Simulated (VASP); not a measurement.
# Ti (Im-3m) in VASP: notebook

Ti is run at these levels: PBEsol; tasks: single point.

All numbers are computed with VASP 6.6.1; they aren't measurements. Logs are shortened: lines on timing, memory, paths and dates and some standing lists are left out, and cuts for length are marked.

### 1 The cell of the first run

The structure is cubic, space group Im-3m (No. 229). The conventional cell has a = 3.282 Å, b = 3.282 Å, c = 3.282 Å, α = 90.00°, β = 90.00°, γ = 90.00°. Within 3.7 Å of Ti (site symmetry m-3m) lie 14 Ti at 2.84 to 3.28 Å.

### 2 Single point, PBEsol

The input, INCAR:

```
PREC = Accurate
ENCUT = 520
EDIFF = 1E-6
ISMEAR = -1
SIGMA = 0.1
LREAL = F
LASPH = T
NELM = 100
ALGO = Normal
ISIF = 2
LWAVE = F
LCHARG = F
GGA = PS
NBANDS = 12
```

The input, KPOINTS:

```
regular mesh
0
Gamma
  3 3 3
```

The input, POSCAR:

```
Ti
1.0
   -1.6410000000      1.6410000000      1.6410000000
    1.6410000000     -1.6410000000      1.6410000000
    1.6410000000      1.6410000000     -1.6410000000
Ti
1
Direct
    0.0000000000      0.0000000000      0.0000000000
```

Potentials or basis: VASP PAW PBE potentials, release 64 (Ti_sv).

Run with:

```bash
> cat potpaw_PBE.64/Ti_sv/POTCAR > POTCAR
> mpirun -np 1 vasp_std > vasp.out
```

OUTCAR:

```text
PREC = Accurate
   ENCUT = 520
   EDIFF = 1E-6
   ISMEAR = -1
   LREAL = F
   LASPH = T
   NELM = 100
   ISIF = 2
   GGA = PS

 ion  position               nearest neighbor table
   1  0.000  0.000  0.000-

  LATTYP: Found a body centered cubic cell.
 ALAT       =     3.2820000000

  Lattice vectors:

 A1 = (  -1.6410000000,   1.6410000000,   1.6410000000)
 A2 = (   1.6410000000,  -1.6410000000,   1.6410000000)
 A3 = (   1.6410000000,   1.6410000000,  -1.6410000000)

Analysis of symmetry for initial positions (statically):
=====================================================================
 Subroutine PRICEL returns:
 Original cell was already a primitive cell.

 Routine SETGRP: Setting up the symmetry group for a
 body centered cubic supercell.

 Subroutine GETGRP returns: Found 48 space group operations
 (whereof 48 operations were pure point group operations)
 out of a pool of 48 trial point group operations.

The static configuration has the point symmetry O_h .

Analysis of symmetry for dynamics (positions and initial velocities):
=====================================================================
 Subroutine PRICEL returns:
 Original cell was already a primitive cell.

 Routine SETGRP: Setting up the symmetry group for a
 body centered cubic supercell.

 Subroutine GETGRP returns: Found 48 space group operations
 (whereof 48 operations were pure point group operations)
 out of a pool of 48 trial point group operations.

The dynamic configuration has the point symmetry O_h .

 Subroutine INISYM returns: Found 48 space group operations
 (whereof 48 operations are pure point group operations),
 and found     1 'primitive' translations

----------------------------------------------------------------------------------------

                                     Primitive cell

  volume of cell :      17.6761

  direct lattice vectors                    reciprocal lattice vectors
    -1.641000000  1.641000000  1.641000000     0.000000000  0.304692261  0.304692261
     1.641000000 -1.641000000  1.641000000     0.304692261  0.000000000  0.304692261
     1.641000000  1.641000000 -1.641000000     0.304692261  0.304692261  0.000000000

  length of vectors
     2.842295375  2.842295375  2.842295375     0.430899928  0.430899928  0.430899928

  position of ions in fractional coordinates (direct lattice)
     0.000000000  0.000000000  0.000000000

  ion indices of the primitive-cell ions
   primitive index   ion index
                 1           1

----------------------------------------------------------------------------------------

 KPOINTS: regular mesh

Automatic generation of k-mesh.
 Grid dimensions read from file:
 generate k-points for:    3    3    3

 Generating k-lattice:

  Cartesian coordinates                     Fractional coordinates (reciprocal lattice)
     0.000000000  0.101564087  0.101564087     0.333333333  0.000000000  0.000000000
     0.101564087  0.000000000  0.101564087     0.000000000  0.333333333  0.000000000
     0.101564087  0.101564087  0.000000000     0.000000000  0.000000000  0.333333333

  Length of vectors
     0.143633309  0.143633309  0.143633309

  Shift w.r.t. Gamma in fractional coordinates (k-lattice)
     0.000000000  0.000000000  0.000000000

 Subroutine IBZKPT returns following result:
 ===========================================

 Found      4 irreducible k-points:

 Following reciprocal coordinates:
            Coordinates               Weight
  0.000000  0.000000  0.000000      1.000000
  0.333333  0.000000  0.000000     12.000000
  0.333333  0.333333  0.000000      8.000000
 -0.333333  0.333333  0.333333      6.000000
   k-points           NKPTS =      4   k-points in BZ     NKDIM =      4   number of bands    NBANDS=     12
   number of dos      NEDOS =    301   number of ions     NIONS =      1
   total plane-waves  NPLWV =  13824
   dimension x,y,z NGX =    24 NGY =   24 NGZ =   24
   dimension x,y,z NGXF=    48 NGYF=   48 NGZF=   48
   ions per type =               1
   NGX,Y,Z   is equivalent  to a cutoff of  14.04, 14.04, 14.04 a.u.
   NGXF,Y,Z  is equivalent  to a cutoff of  28.08, 28.08, 28.08 a.u.
 SYSTEM =  unknown system
   PREC   = accura    normal or accurate (medium, high low for compatibility)
   ISTART =      0    job   : 0-new  1-cont  2-samecut
   ICHARG =      2    charge: 1-file 2-atom 10-const
   ISPIN  =      1    spin polarized calculation?
   LNONCOLLINEAR =      F non collinear calculations
   LSORBIT =      F    spin-orbit coupling
   LASPH  =      T    aspherical Exc in radial PAW
   ENCUT  =  520.0 eV  38.22 Ry    6.18 a.u.   5.28  5.28  5.28*2*pi/ulx,y,z
   NELM   =    100;   NELMIN=  2; NELMDL= -5     # of ELM steps
   EDIFF  = 0.1E-05   stopping-criterion for ELM
   LREAL  =      F    real-space projection
   EDIFFG = 0.1E-04   stopping-criterion for IOM
   NSW    =      0    number of steps for IOM
   IBRION =     -1    ionic relax: 0-MD 1-quasi-New 2-CG
   NFREE  =      0    steps in history (QN), initial steepest desc. (CG)
   ISIF   =      2    stress and relaxation
   ISYM   =      2    0-nonsym 1-usesym 2-fastsym
   POTIM  = 0.5000    time-step for ionic-motion
   TEBEG  =    0.0;   TEEND  =   0.0 temperature during run
   PSTRESS=    0.0 pullay stress
   NELECT =      12.0000    total number of electrons
   NUPDOWN=      -1.0000    fix difference up-down
   EMIN   =  10.00;   EMAX   =-10.00  energy-range for DOS
   EFERMI =   0.00;   METHOD = LEGACY
   ISMEAR =    -1;   SIGMA  =   0.10  broadening in eV -4-tet -1-fermi 0-gaus
   EFERMI_NEDOS =   21; number of points for ismear=-14 and -15
   IALGO  =     38    algorithm
   IMIX   =      4    mixing-type and parameters
     AMIX     =   0.40;   BMIX     =  1.00
     AMIX_MAG =   1.60;   BMIX_MAG =  1.00
  volume/ion in A,a.u.               =      17.68       119.28
  Fermi-wavevector in a.u.,A,eV,Ry     =   1.438821  2.718977 28.166848  2.070205
  Thomas-Fermi vector in A             =   2.557745
   LORBIT       =      0    0 simple, 1 ext, 2 COOP (PROOUT), +10 PAW based schemes
   GGA     = PS    functional components
   LHFCALC =     F    Hartree Fock is set to
   AEXX    =    0.0000 exact exchange contribution
   IVDW    =     0    specifies the selected vdW correction
   LEPSILON=     F    determine dielectric tensor
   LRPA    =     F    only Hartree local field effects (RPA)
 non-spin polarized calculation
  energy-cutoff  :      520.00
  volume of cell :       17.68
 maximum number of plane-waves:       482
 NGX is ok and might be reduce to    24
   NGX = 11   NGY = 11   NGZ = 11

 number of electron      12.0000001 magnetization

 Free energy of the ion-electron system (eV)
  ---------------------------------------------------
  ext. energy  EPLUGINS =         0.00000000
  ---------------------------------------------------
  free energy    TOTEN  =        -8.27754422 eV

  energy without entropy =       -8.19963252  energy(sigma->0) =       -8.23858837

 E-fermi :   7.6600     XC(G=0): -11.5501

 val. band max:        7.2629424356   @ k =   0.3333   0.3333   0.0000
 cond. band min:       7.6886434680   @ k =   0.3333   0.0000   0.0000
 fundamental gap:      0.4257010324
 Fermi energy:         7.6599701472

 k-point     1 :       0.0000    0.0000    0.0000
  band No.  band energies     occupation
      1     -48.5655      2.00000
      2     -24.5362      2.00000
      3     -24.5362      2.00000
      4     -24.5362      2.00000
      5       1.8697      2.00000
      6       8.7383      0.00004
      7       8.7383      0.00004
      8       8.7383      0.00004
      9      10.4716      0.00000
     10      10.4716      0.00000
     11      25.0775      0.00000
     12      25.0775      0.00000

 k-point     2 :       0.3333    0.0000    0.0000
  band No.  band energies     occupation
      1     -48.4721      2.00000
      2     -25.0238      2.00000
      3     -24.6896      2.00000
      4     -24.5391      2.00000
      5       4.6955      2.00000
      6       7.6886      0.85761
      7       8.0947      0.02555
      8      10.3282      0.00000
      9      10.6654      0.00000
     10      10.9571      0.00000
     11      19.0870      0.00000
     12      22.2209      0.00000

 k-point     3 :       0.3333    0.3333    0.0000
  band No.  band energies     occupation
      1     -48.4251      2.00000
      2     -24.9780      2.00000
      3     -24.9780      2.00000
      4     -24.6161      2.00000
      5       6.8382      1.99946
      6       7.2629      1.96296
      7       7.2629      1.96296
      8      10.6892      0.00000
      9      10.6892      0.00000
     10      15.5538      0.00000
     11      15.5538      0.00000
     12      16.7210      0.00000

 k-point     4 :      -0.3333    0.3333    0.3333
  band No.  band energies     occupation
      1     -48.3995      2.00000
      2     -24.9574      2.00000
      3     -24.8638      2.00000
      4     -24.8638      2.00000
      5       6.0551      2.00000
      6       6.7284      1.99982
      7       9.7888      0.00000
      8       9.7888      0.00000
      9      10.8227      0.00000
     10      12.2835      0.00000
     11      19.6691      0.00000
     12      19.6691      0.00000

------------------------ aborting loop because EDIFF is reached ----------------------------------------

  FORCE on cell =-STRESS in cart. coord.  units (eV):
  Direction    XX          YY          ZZ          XY          YZ          ZX
  --------------------------------------------------------------------------------------
  -------------------------------------------------------------------------------------
  Total       -0.7816634     -0.7816634     -0.7816634      0.0000000      0.0000000      0.0000000
  in kB      -70.8507790    -70.8507790    -70.8507790      0.0000000      0.0000000      0.0000000
  external PRESSURE =     -70.8507790 kB  Pullay stress =       0.0000000 kB

 VOLUME and BASIS-vectors are now :
 -----------------------------------------------------------------------------
  energy-cutoff  :      520.00
  volume of cell :       17.68
      direct lattice vectors                 reciprocal lattice vectors
    -1.641000000  1.641000000  1.641000000     0.000000000  0.304692261  0.304692261
     1.641000000 -1.641000000  1.641000000     0.304692261  0.000000000  0.304692261
     1.641000000  1.641000000 -1.641000000     0.304692261  0.304692261  0.000000000

 POSITION                                       TOTAL-FORCE (eV/Angst)
 -----------------------------------------------------------------------------------
      0.00000      0.00000      0.00000        -0.000000      0.000000     -0.000000
 -----------------------------------------------------------------------------------
    total drift:                                0.000000      0.000000      0.000000

  FREE ENERGIE OF THE ION-ELECTRON SYSTEM (eV)
  ---------------------------------------------------
  free  energy   TOTEN  =        -8.2775442213 eV

  energy  without entropy=       -8.1996325235  energy(sigma->0) =       -8.23858837
```

It took 2.1 s on 1 thread of Intel Xeon 6975P-C, shared host; peak memory 0.13 GiB.

What came out:

```
Free energy            : -8.2775 eV
Pressure               : -7.1 GPa
Band gap on the k mesh : zero (band 6 reaches 8.74 eV, above the bottom of band 7 at 7.26 eV)
```

Caveat: the k points lie up to 0.90 Å⁻¹ apart; the PAW data sets were made with another functional, which shifts forces and pressure a little.

### 3 Single point, PBEsol

The input, INCAR:

```
SYSTEM = Ti
PREC = Accurate ; ENCUT = 520
EDIFF = 1E-7 ; ISMEAR = -1
SIGMA = 0.1 ; LREAL = .FALSE.
LASPH = .TRUE. ; NELM = 60
ALGO = Normal ; ISIF = 2
LWAVE = .FALSE. ; LCHARG = .FALSE.
GGA = PS ; NBANDS = 12
```

The input, KPOINTS:

```
Automatic mesh
0
G
  4 4 4
  0 0 0
```

POSCAR is that of step 2.

Potentials or basis: VASP PAW PBE potentials, release 64 (Ti_sv).

Run with:

```bash
> cat potpaw_PBE.64/Ti_sv/POTCAR > POTCAR
> mpirun -np 1 vasp_std > vasp.out
```

Wall time 2.4 s (1 thread of Intel Xeon 6975P-C, shared host); peak memory 0.13 GiB.

The run converged. Its results:

```
Free energy            : -8.3131 eV
Pressure               : -6.2 GPa
Band gap on the k mesh : zero (band 6 reaches 8.71 eV, above the bottom of band 7 at 7.15 eV)
```

Levels at points of the mesh, in eV from the Fermi level:
| k point | band 3 | band 4 | band 5 | band 6 | band 7 | band 8 | band 9 | band 10 |
| --- | --- | --- | --- | --- | --- | --- | --- | --- |
| (0.00, 0.00, 0.00) | -32.32 | -32.32 | -5.89 | 0.96 | 0.96 | 0.96 | 2.69 | 2.69 |
| (0.50, 0.00, 0.00) | -32.53 | -32.33 | -2.40 | -0.39 | 1.12 | 2.67 | 3.02 | 4.18 |
| (0.50, 0.50, 0.50) | -32.77 | -32.77 | -2.03 | -2.03 | 3.84 | 3.84 | 3.84 | 8.23 |

Caveat: the k points lie up to 0.68 Å⁻¹ apart; the PAW data sets were made with another functional, which shifts forces and pressure a little.

### 4 Single point, PBEsol

The input, INCAR:

```
ALGO = Normal
EDIFF = 1E-7
ENCUT = 520
GGA = PS
ISIF = 2
ISMEAR = -1
LASPH = T
LCHARG = F
LREAL = F
LWAVE = F
NBANDS = 12
NELM = 100
PREC = Accurate
SIGMA = 0.1
```

The input, KPOINTS:

```
k-points
0
Gamma
  6 6 6
```

POSCAR is that of step 3.

Run with:

```bash
> cat potpaw_PBE.64/Ti_sv/POTCAR > POTCAR
> mpirun -np 1 vasp_std > vasp.out
```

Run time: 2.9 s. Hardware: 1 thread of Intel Xeon 6975P-C, shared host; peak memory 0.14 GiB.

It converged, with:

| Quantity | Value |
| --- | --- |
| Free energy | -8.2328 eV |
| Pressure | -6.2 GPa |
| Band gap on the k mesh | zero (band 6 reaches 8.73 eV, above the bottom of band 7 at 7.26 eV) |

Levels at points of the mesh, in eV from the Fermi level:
| k point | band 4 | band 5 | band 6 | band 7 | band 8 | band 9 |
| --- | --- | --- | --- | --- | --- | --- |
| (0.00, 0.00, 0.00) | -32.33 | -5.92 | 0.95 | 0.95 | 0.95 | 2.68 |
| (0.50, 0.00, 0.00) | -32.33 | -2.43 | -0.41 | 1.09 | 2.66 | 3.01 |
| (0.50, 0.50, 0.50) | -32.77 | -2.06 | -2.06 | 3.83 | 3.83 | 3.83 |

Caveat: the k points lie up to 0.45 Å⁻¹ apart; the PAW data sets were made with another functional, which shifts forces and pressure a little.

### 5 The runs side by side

```csv
k mesh,gap on the mesh (eV),pressure (GPa)
3 × 3 × 3,none,-7.1
4 × 4 × 4,none,-6.2
6 × 6 × 6,none,-6.2
```

Alike in all rows: task single point; level PBEsol; potentials or basis VASP PAW PBE potentials, release 64 (Ti_sv); no spin polarisation; cell as given; cutoff (eV) 520; smearing fermi-dirac 0.1 eV.

Caveats: all runs use coarse meshes; the PAW data sets were made with another functional, which shifts forces and pressure a little.

Total energies depend on the potentials used, so only differences within one code and one set of settings carry meaning.
